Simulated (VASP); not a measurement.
# Pt (P6_3/mmc) in VASP: notebook

Runs on Pt. Level: PBE. Tasks: vibrations by perturbation theory.

Everything below comes from runs of VASP 6.6.1. Logs are shortened: lines on timing, memory, paths and dates and some standing lists are left out, and cuts for length are marked.

## Step 1: The cell of the first run

Symmetry: P6_3/mmc, No. 194, hexagonal system. Conventional cell: a = 2.752 Å, b = 2.752 Å, c = 4.688 Å, α = 90.00°, β = 90.00°, γ = 120.00°. Within 3.6 Å of Pt (site symmetry -6m2) lie 12 Pt at 2.75 to 2.83 Å.

This isn't the form of Pt at room conditions, which is fcc.

## Step 2: Vibrations by perturbation theory, PBE

Contents of INCAR:

```
PREC     = Accurate       # precision mode
ENCUT    = 520            # plane-wave cutoff, eV
EDIFF    = 1E-8           # SCF threshold, eV
ISMEAR   = -1             # smearing method
SIGMA    = 0.15           # smearing width, eV
LREAL    = F              # projectors in reciprocal space
LASPH    = T              # aspherical terms in the spheres
NELM     = 80             # most SCF steps
ALGO     = Fast           # electronic algorithm
ISIF     = 2              # what is computed and relaxed
LWAVE    = F              # write WAVECAR
LCHARG   = F              # write CHGCAR
GGA      = PE             # functional
IBRION   = 8              # ionic algorithm
NSW      = 1              # ionic steps
```

Contents of KPOINTS:

```
Automatic mesh
0
Gamma
  18 18 10
```

Contents of POSCAR:

```
Pt
1.0
    2.7516366334      0.0000000000      0.0000000000
   -1.3758183167      2.3829872265      0.0000000000
    0.0000000000      0.0000000000      4.6876992346
Pt
2
Direct
    0.6666666667      0.3333333333      0.7500000000
    0.3333333333      0.6666666667      0.2500000000
```

Potentials or basis: VASP PAW PBE potentials, release 64 (Pt).

The run is started by

```bash
cat potpaw_PBE.64/Pt/POTCAR > POTCAR
mpirun -np 1 vasp_std > vasp.out
```

OUTCAR:

```text
PREC = Accurate
   ENCUT = 520
   EDIFF = 1E-8
   ISMEAR = -1
   LREAL = F
   LASPH = T
   NELM = 80
   ISIF = 2
   GGA = PE
   IBRION = 8
   NSW = 1

 ion  position               nearest neighbor table
   1  0.667  0.333  0.750-   2 2.83   2 2.83   2 2.83   2 2.83   2 2.83   2 2.83
   2  0.333  0.667  0.250-   1 2.83   1 2.83   1 2.83   1 2.83   1 2.83   1 2.83

  LATTYP: Found a hexagonal cell.
 ALAT       =     2.7516366334
 C/A-ratio  =     1.7036040216

  Lattice vectors:

 A1 = (   2.7516366334,   0.0000000000,   0.0000000000)
 A2 = (  -1.3758183167,   2.3829872265,   0.0000000000)
 A3 = (   0.0000000000,   0.0000000000,   4.6876992346)

Analysis of symmetry for initial positions (statically):
=====================================================================
 Subroutine PRICEL returns:
 Original cell was already a primitive cell.

 Routine SETGRP: Setting up the symmetry group for a
 hexagonal supercell.

 Subroutine GETGRP returns: Found 24 space group operations
 (whereof 12 operations were pure point group operations)
 out of a pool of 24 trial point group operations.

The static configuration has the point symmetry D_3d.
 The point group associated with its full space group is D_6h.

Analysis of symmetry for dynamics (positions and initial velocities):
=====================================================================
 Subroutine PRICEL returns:
 Original cell was already a primitive cell.

 Routine SETGRP: Setting up the symmetry group for a
 hexagonal supercell.

 Subroutine GETGRP returns: Found 24 space group operations
 (whereof 12 operations were pure point group operations)
 out of a pool of 24 trial point group operations.

The dynamic configuration has the point symmetry D_3d.
 The point group associated with its full space group is D_6h.

 Subroutine INISYM returns: Found 24 space group operations
 (whereof 12 operations are pure point group operations),
 and found     1 'primitive' translations

----------------------------------------------------------------------------------------

                                     Primitive cell

  volume of cell :      30.7378

  direct lattice vectors                    reciprocal lattice vectors
     2.751636633  0.000000000  0.000000000     0.363420078  0.209820680  0.000000000
    -1.375818317  2.382987227  0.000000000     0.000000000  0.419641360  0.000000000
     0.000000000  0.000000000  4.687699235     0.000000000  0.000000000  0.213324266

  length of vectors
     2.751636633  2.751636633  4.687699235     0.419641360  0.419641360  0.213324266

  position of ions in fractional coordinates (direct lattice)
     0.666666667  0.333333333  0.750000000
     0.333333333  0.666666667  0.250000000

  ion indices of the primitive-cell ions
   primitive index   ion index
                 1           1
                 2           2

----------------------------------------------------------------------------------------

 KPOINTS: Automatic mesh

Automatic generation of k-mesh.
 Grid dimensions read from file:
 generate k-points for:   18   18   10

 Generating k-lattice:

  Cartesian coordinates                     Fractional coordinates (reciprocal lattice)
     0.020190004  0.011656704  0.000000000     0.055555556 -0.000000000  0.000000000
     0.000000000  0.023313409  0.000000000     0.000000000  0.055555556  0.000000000
     0.000000000  0.000000000  0.021332427     0.000000000  0.000000000  0.100000000

  Length of vectors
     0.023313409  0.023313409  0.021332427

  Shift w.r.t. Gamma in fractional coordinates (k-lattice)
     0.000000000  0.000000000  0.000000000

 Subroutine IBZKPT returns following result:
 ===========================================

 Found    222 irreducible k-points:

 Following reciprocal coordinates:
            Coordinates               Weight
  0.000000  0.000000  0.000000      1.000000
  0.055556  0.000000  0.000000      6.000000
  0.111111  0.000000  0.000000      6.000000
[... 50 lines left out ...]
   PSTRESS=    0.0 pullay stress
   NELECT =      20.0000    total number of electrons
   NUPDOWN=      -1.0000    fix difference up-down
   EMIN   =  10.00;   EMAX   =-10.00  energy-range for DOS
   EFERMI =   0.00;   METHOD = LEGACY
   ISMEAR =    -1;   SIGMA  =   0.15  broadening in eV -4-tet -1-fermi 0-gaus
   EFERMI_NEDOS =   21; number of points for ismear=-14 and -15
   IALGO  =     68    algorithm
   IMIX   =      4    mixing-type and parameters
     AMIX     =   0.40;   BMIX     =  1.00
     AMIX_MAG =   1.60;   BMIX_MAG =  1.00
  volume/ion in A,a.u.               =      15.37       103.71
  Fermi-wavevector in a.u.,A,eV,Ry     =   1.418602  2.680770 27.380805  2.012432
  Thomas-Fermi vector in A             =   2.539711
   LORBIT       =      0    0 simple, 1 ext, 2 COOP (PROOUT), +10 PAW based schemes
   GGA     = PE    functional components
   LHFCALC =     F    Hartree Fock is set to
   AEXX    =    0.0000 exact exchange contribution
   IVDW    =     0    specifies the selected vdW correction
   LEPSILON=     F    determine dielectric tensor
   LRPA    =     F    only Hartree local field effects (RPA)
 non-spin polarized calculation
 RMM-DIIS sequential band-by-band and
  energy-cutoff  :      520.00
  volume of cell :       30.74
 maximum number of plane-waves:       843
   NGX = 11   NGY = 11   NGZ = 17

--------------------------------------- Ionic step        1  -------------------------------------------

 number of electron      19.9999997 magnetization

 Free energy of the ion-electron system (eV)
  ---------------------------------------------------
  ext. energy  EPLUGINS =         0.00000000
  ---------------------------------------------------
  free energy    TOTEN  =       -12.19562274 eV

  energy without entropy =      -11.95991491  energy(sigma->0) =      -12.07776883

 E-fermi :  10.9106     XC(G=0): -13.3744

 val. band max:       10.9062635777   @ k =   0.3889   0.2222   0.3000
 cond. band min:      10.9113086203   @ k =   0.3889   0.0000   0.3000
 fundamental gap:      0.0050450426
 Fermi energy:        10.9106415930

 k-point     1 :       0.0000    0.0000    0.0000
  band No.  band energies     occupation
      1       0.8980      2.00000
      2       3.6384      2.00000
      3       6.9086      2.00000
      4       7.3387      2.00000
      5       7.3387      2.00000
      6       7.7522      2.00000
      7       7.7522      2.00000
      8       8.8655      2.00000
      9       8.8655      2.00000
     10      10.1756      1.98522
     11      10.6299      1.73324
     12      10.6299      1.73324
     13      15.9784      0.00000
     14      25.8676      0.00000
[... 377 lines left out ...]
      1       4.5965      2.00000
      2       4.6825      2.00000
      3       5.0863      2.00000
      4       7.2792      2.00000
      5       7.4732      2.00000
      6       7.5489      2.00000
      7       7.9189      2.00000
      8      10.4841      1.89001
      9      10.7405      1.51332
     10      10.9610      0.83373
     11      12.8790      0.00000
     12      16.0501      0.00000
     13      18.0179      0.00000
     14      20.1977      0.00000

 [... further k-points ...]
[... 5 lines left out ...]
  --------------------------------------------------------------------------------------
  -------------------------------------------------------------------------------------
  Total        1.2564931      1.2564931      1.2386211      0.0000000      0.0000000      0.0000000
  in kB       65.4934941     65.4934941     64.5619325      0.0000000      0.0000000      0.0000000
  external PRESSURE =      65.1829736 kB  Pullay stress =       0.0000000 kB

 VOLUME and BASIS-vectors are now :
 -----------------------------------------------------------------------------
  energy-cutoff  :      520.00
  volume of cell :       30.74
      direct lattice vectors                 reciprocal lattice vectors
     2.751636633  0.000000000  0.000000000     0.363420078  0.209820680  0.000000000
    -1.375818317  2.382987227  0.000000000     0.000000000  0.419641360  0.000000000
     0.000000000  0.000000000  4.687699235     0.000000000  0.000000000  0.213324266

 POSITION                                       TOTAL-FORCE (eV/Angst)
 -----------------------------------------------------------------------------------
      1.37582      0.79433      3.51577        -0.000000      0.000000      0.000000
     -0.00000      1.58866      1.17192         0.000000     -0.000000      0.000000
 -----------------------------------------------------------------------------------
    total drift:                               -0.000000      0.000000     -0.000000

  FREE ENERGIE OF THE ION-ELECTRON SYSTEM (eV)
  ---------------------------------------------------
  free  energy   TOTEN  =       -12.1956227405 eV

  energy  without entropy=      -11.9599149103  energy(sigma->0) =      -12.07776883

[... ionic steps 2 to 3 ...]

--------------------------------------- Ionic step        4  -------------------------------------------

------------------------ aborting loop because EDIFF is reached ----------------------------------------

[... ionic steps 5 to 5 ...]

--------------------------------------- Ionic step        6  -------------------------------------------

 Free energy of the ion-electron system (eV)
  ---------------------------------------------------
  ---------------------------------------------------
  free energy    TOTEN  =        -0.28113354 eV

  energy without entropy =       -0.28113354

------------------------ aborting loop because EDIFF is reached ----------------------------------------

 INTERNAL STRAIN TENSOR  FOR ION    1  DIRECTION 3   (eV/Angst):
 -----------------------------------------------------------------------------
     0.04567  0.00000  0.00000
     0.00000  0.04567  0.00000
     0.00000 -0.00000 -0.08468

 INTERNAL STRAIN TENSOR FOR ION    2 for displacements in x,y,z  (eV/Angst):
          X           Y           Z          XY          YZ          ZX
  --------------------------------------------------------------------------------
  x     0.00000     0.00000     0.00000    -0.83427     0.00000     0.00000
  y    -0.83427     0.83427    -0.00000     0.00000     0.00000     0.00000
  z    -0.00000    -0.00000    -0.00000     0.00000     0.00000     0.00000

 SECOND DERIVATIVES (NOT SYMMETRIZED)
 ------------------------------------
               1X          1Y          1Z          2X          2Y          2Z
  1X    -0.505816   -0.000000    0.000000    0.505816    0.000000    0.000000
  1Y     0.000000   -0.505816    0.000000    0.000000    0.505816    0.000000
  1Z    -0.000000    0.000000  -11.750770    0.000000    0.000000   11.750770
  2X     0.505816    0.000000    0.000000   -0.505816   -0.000000    0.000000
  2Y     0.000000    0.505816    0.000000    0.000000   -0.505816    0.000000
  2Z     0.000000    0.000000   11.750770   -0.000000    0.000000  -11.750770

 Eigenvectors and eigenvalues of the dynamical matrix
 ----------------------------------------------------

   1 f  =    5.426159 THz    34.093563 2PiTHz  180.997182 cm-1    22.440780 meV
             X         Y         Z           dx          dy          dz
      1.375818  0.794329  3.515774     0.000000    0.000000    0.707107
     -0.000000  1.588658  1.171925    -0.000000   -0.000000   -0.707107
[... 11 lines left out ...]
   4 f  =    0.000000 THz     0.000000 2PiTHz    0.000002 cm-1     0.000000 meV
             X         Y         Z           dx          dy          dz
      1.375818  0.794329  3.515774    -0.008067   -0.374982    0.599436
     -0.000000  1.588658  1.171925    -0.008067   -0.374982    0.599436

   5 f/i=    0.000000 THz     0.000000 2PiTHz    0.000000 cm-1     0.000000 meV
             X         Y         Z           dx          dy          dz
      1.375818  0.794329  3.515774     0.706648    0.016193    0.019639
     -0.000000  1.588658  1.171925     0.706648    0.016193    0.019639

   6 f/i=    0.000000 THz     0.000000 2PiTHz    0.000001 cm-1     0.000000 meV
             X         Y         Z           dx          dy          dz
      1.375818  0.794329  3.515774     0.024142   -0.599272   -0.374554
     -0.000000  1.588658  1.171925     0.024142   -0.599272   -0.374554

--------------------------------------------------------------------------------------------------------

 ELASTIC MODULI CONTR FROM IONIC RELAXATION (kBar)
 Direction    XX          YY          ZZ          XY          YZ          ZX
 --------------------------------------------------------------------------------
 XX         -71.7234     71.7234     -0.0000      0.0000      0.0000      0.0000
 YY          71.7234    -71.7234      0.0000     -0.0000      0.0000      0.0000
 ZZ          -0.0000      0.0000     -0.0000      0.0000      0.0000      0.0000
 XY           0.0000     -0.0000      0.0000    -71.7234      0.0000      0.0000
 YZ           0.0000      0.0000      0.0000      0.0000      0.0000      0.0000
 ZX           0.0000      0.0000      0.0000      0.0000      0.0000      0.0000
 --------------------------------------------------------------------------------
```

It took 17 min on 1 thread of Oxide Virtual Turin-like, shared host; peak memory 0.81 GiB.

Results:

```yaml
Highest_phonon_frequency_at_Γ: 181 cm⁻¹
```

Phonon frequencies in cm⁻¹ (negative: imaginary):
```
              q point      frequencies
(0.000, 0.000, 0.000)  0 0 0 38 38 181
```

Caveat: the cell stands under pressure or tension, which shifts response properties; spin-orbit coupling is left out, which moves the levels of the heavy elements.

## Step 3: Vibrations by perturbation theory, PBE (15.48 Å³/atom)

This run uses another cell than the first one, of 15.48 Å³/atom.

Contents of INCAR:

```
  PREC = Accurate
  ENCUT = 520
  EDIFF = 1E-8
  ISMEAR = -1
  SIGMA = 0.15
  LREAL = F
  LASPH = T
  NELM = 100
  ALGO = Fast
  ISIF = 2
  LWAVE = F
  LCHARG = F
  GGA = PE
  IBRION = 8
  NSW = 1
```

KPOINTS is that of step 2.

Contents of POSCAR:

```
Pt
1.0
    2.7576174089      0.0000000000      0.0000000000
   -1.3788087045      2.3881667300      0.0000000000
    0.0000000000      0.0000000000      4.7006384806
Pt
2
Direct
    0.6666666667      0.3333333333      0.7500000000
    0.3333333333      0.6666666667      0.2500000000
```

Potentials or basis: VASP PAW PBE potentials, release 64 (Pt).

The run is started by

```bash
cat potpaw_PBE.64/Pt/POTCAR > POTCAR
mpirun -np 1 vasp_std > vasp.out
```

OUTCAR:

```text
PREC = Accurate
   ENCUT = 520
   EDIFF = 1E-8
   ISMEAR = -1
   LREAL = F
   LASPH = T
   NELM = 100
   ISIF = 2
   GGA = PE
   IBRION = 8
   NSW = 1

 ion  position               nearest neighbor table
   1  0.667  0.333  0.750-   2 2.84   2 2.84   2 2.84   2 2.84   2 2.84   2 2.84
   2  0.333  0.667  0.250-   1 2.84   1 2.84   1 2.84   1 2.84   1 2.84   1 2.84

  LATTYP: Found a hexagonal cell.
 ALAT       =     2.7576174089
 C/A-ratio  =     1.7046013945

[... 671 lines left out ...]
  1Z     0.000000    0.000000  -11.276333    0.000000    0.000000   11.276333
  2X     0.470577   -0.000000    0.000000   -0.470577    0.000000    0.000000
  2Y    -0.000000    0.470577    0.000000    0.000000   -0.470577    0.000000
  2Z     0.000000    0.000000   11.276333    0.000000    0.000000  -11.276333

 Eigenvectors and eigenvalues of the dynamical matrix
 ----------------------------------------------------

   1 f  =    5.315490 THz    33.398207 2PiTHz  177.305654 cm-1    21.983089 meV
             X         Y         Z           dx          dy          dz
      1.378809  0.796056  3.525479     0.000000    0.000000   -0.707107
     -0.000000  1.592111  1.175160     0.000000    0.000000    0.707107
[... 16 lines left out ...]
   5 f  =    0.000000 THz     0.000000 2PiTHz    0.000000 cm-1     0.000000 meV
             X         Y         Z           dx          dy          dz
      1.378809  0.796056  3.525479     0.000000    0.000000    0.707107
     -0.000000  1.592111  1.175160     0.000000    0.000000    0.707107

   6 f/i=    0.000000 THz     0.000000 2PiTHz    0.000000 cm-1     0.000000 meV
             X         Y         Z           dx          dy          dz
      1.378809  0.796056  3.525479    -0.304597   -0.638138    0.000000
     -0.000000  1.592111  1.175160    -0.304597   -0.638138    0.000000

--------------------------------------------------------------------------------------------------------

 ELASTIC MODULI CONTR FROM IONIC RELAXATION (kBar)
 Direction    XX          YY          ZZ          XY          YZ          ZX
 --------------------------------------------------------------------------------
 XX         -64.1101     64.1101      0.0000      0.0000      0.0000      0.0000
 YY          64.1101    -64.1101     -0.0000      0.0000      0.0000     -0.0000
 ZZ           0.0000     -0.0000     -0.0000     -0.0000      0.0000     -0.0000
 XY           0.0000      0.0000     -0.0000    -64.1101      0.0000     -0.0000
 YZ           0.0000      0.0000      0.0000      0.0000      0.0000      0.0000
 ZX           0.0000     -0.0000     -0.0000     -0.0000      0.0000     -0.0000
 --------------------------------------------------------------------------------
```

OSZICAR:

```text
N       E                     dE             d eps       ncg     rms          rms(c)
DAV:   1     0.104943848767E+03    0.10494E+03   -0.10701E+04  6232   0.138E+03
DAV:   2    -0.110290373851E+02   -0.11597E+03   -0.11118E+03  7080   0.277E+02
DAV:   3    -0.129374726162E+02   -0.19084E+01   -0.18788E+01  7422   0.366E+01
DAV:   4    -0.129479155485E+02   -0.10443E-01   -0.10441E-01  7206   0.274E+00
[... 48 lines left out ...]
RMM:  11    -0.281128744313E+00   -0.39315E-06   -0.42321E-07 15268   0.719E-05    0.376E-06
RMM:  12    -0.281128770802E+00   -0.26489E-07   -0.80792E-08 15484   0.256E-05    0.293E-06
RMM:  13    -0.281128746550E+00    0.24252E-07   -0.32278E-08 14235   0.145E-05    0.112E-06
RMM:  14    -0.281128740736E+00    0.58137E-08   -0.35017E-09 14469   0.136E-05    0.441E-07
 Linear response finished
```

stdout:

```text
POSCAR found type information on POSCAR Pt
 POSCAR found :  1 types and       2 ions
 scaLAPACK will be used
 LDA part: xc-table for (Slater+PW92), standard interpolation
 POSCAR, INCAR and KPOINTS ok, starting setup
 FFT: planning ... GRIDC
 FFT: planning ... GRID_SOFT
 FFT: planning ... GRID
 WAVECAR not read
 entering main loop
 Linear response reoptimize wavefunctions to high precision
 Linear response DOF=           2
 Linear response progress:
 first order change of Fermi-energy  -0.95648E-05
 force on displaced ion       1 direction 1 :  -0.471   0.001   0.000
 Linear response progress:
 first order change of Fermi-energy   0.21043E-03
 force on displaced ion       1 direction 3 :   0.000  -0.000 -11.276
 Linear response finished
```

It took 24 min on 1 thread of Oxide Virtual Turin-like, shared host; peak memory 0.83 GiB.

Results:

| Quantity | Value |
| --- | --- |
| Highest phonon frequency at Γ | 177 cm⁻¹ |

Phonon frequencies in cm⁻¹ (negative: imaginary):
```tsv
q point	frequencies
(0.000, 0.000, 0.000)	0 0 0 36 36 177
```

Caveat: the cell stands under pressure or tension, which shifts response properties; spin-orbit coupling is left out, which moves the levels of the heavy elements.
